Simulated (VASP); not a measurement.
Wanted: the native input for a VASP 6.6.1 run.

* Task: single point
* Functional: PBE
* Potentials or basis: VASP PAW PBE potentials, release 64 (Zn, S)
* Cutoff: 520 eV
* k mesh: 8 × 8 × 8
* Occupations: fermi-dirac, width 0.02 eV
* Spin: no spin polarisation
* Dipole correction: no
* Further INCAR settings: ALGO = Normal; EDIFF = 1e-06; NBANDS = 16

The structure of ZnS lies in POSCAR:

```
ZnS
1.0
    0.0000000000      2.6940858343      2.6940858343
    2.6833094910      0.0000000000      2.6940858343
    2.6833094910      2.6940858343      0.0000000000
Zn S
1 1
Direct
    0.0000000000      0.0000000000      0.0000000000
    0.2500000000      0.2500000000      0.2500000000
```

This cell differs from its parent crystal: uniaxial x strain -0.4%.

One way to write it, as run:

INCAR

```
SYSTEM = ZnS
PREC = Accurate
ENCUT = 520
EDIFF = 1E-6
ISMEAR = -1
SIGMA = 0.02
LREAL = .FALSE.
LASPH = .TRUE.
NELM = 60
ALGO = Normal
ISIF = 2
LWAVE = .FALSE.
LCHARG = .FALSE.
GGA = PE
NBANDS = 16
```

KPOINTS

```
Automatic mesh
0
G
  8 8 8
  0 0 0
```

Potentials or basis: VASP PAW PBE potentials, release 64 (Zn, S).

The run is started by

```sh
$ cat potpaw_PBE.64/Zn/POTCAR potpaw_PBE.64/S/POTCAR > POTCAR
$ mpirun -np 1 vasp_std > vasp.out
```

It gave:

| Property | Result |
| --- | --- |
| Pressure | 2.8 GPa |
| Band gap on the k mesh | 2.16 eV |

Caveat: the cell differs from its parent crystal (uniaxial x strain -0.4%).

It took 13 s on 1 thread of Intel(R) Xeon(R) 6975P-C (Granite Rapids), on a shared host, peak memory 0.17 GiB.
